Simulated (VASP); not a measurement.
Write the native input for VASP 6.6.1 that does the following.

| Quantity | Value |
| --- | --- |
| Task | single point |
| Functional | PBEsol |
| Potentials or basis | VASP PAW PBE potentials, release 64 (Y_sv) |
| Cutoff | 520 eV |
| k mesh | 10 × 6 × 13 |
| Occupations | gaussian, width 0.1 eV |
| Spin | no spin polarisation |
| Dipole correction | no |
| Further INCAR settings | ALGO = Fast; EDIFF = 1e-07; NBANDS = 18; ISYM = 0 |

The structure of Y lies in POSCAR:

```
Y
1.0
    3.5978211074      0.0000000000      0.0000000000
   -1.7989105537      6.3949825757      0.0000000000
    1.7989105537      1.5181022662      2.7209562749
Y
2
Direct
    0.0833333333      0.7500000000      0.5833333333
    0.9166666667      0.2500000000      0.4166666667
```

These files were run (other wordings do the same):

INCAR

```
SYSTEM = Y
  PREC = Accurate
  ENCUT = 520
  EDIFF = 1E-7
  ISMEAR = 0
  SIGMA = 0.1
  LREAL = .FALSE.
  LASPH = .TRUE.
  NELM = 100
  ALGO = Fast
  ISIF = 2
  LWAVE = .FALSE.
  LCHARG = .TRUE.
  GGA = PS
  LELF = .TRUE.
  LVHAR = .TRUE.
  NBANDS = 18
  ISYM = 0
```

KPOINTS

```
regular mesh
0
G
  10 6 13
  0 0 0
```

Potentials or basis: VASP PAW PBE potentials, release 64 (Y_sv).

Command:

```sh
$ cat potpaw_PBE.64/Y_sv/POTCAR > POTCAR
$ mpirun -np 1 vasp_std > vasp.out
```

It gave:

- Pressure: -0.1 GPa
- Largest force: 0.004 eV/Å
- Band gap on the k mesh: zero (bands 11 and 12 overlap by 1.61 eV)

Caveat: the PAW data sets were made with another functional, which shifts forces and pressure a little.

It took 5.7 min on 1 thread of Intel(R) Xeon(R) 6975P-C (Granite Rapids) (shared host), peak memory 0.53 GiB.
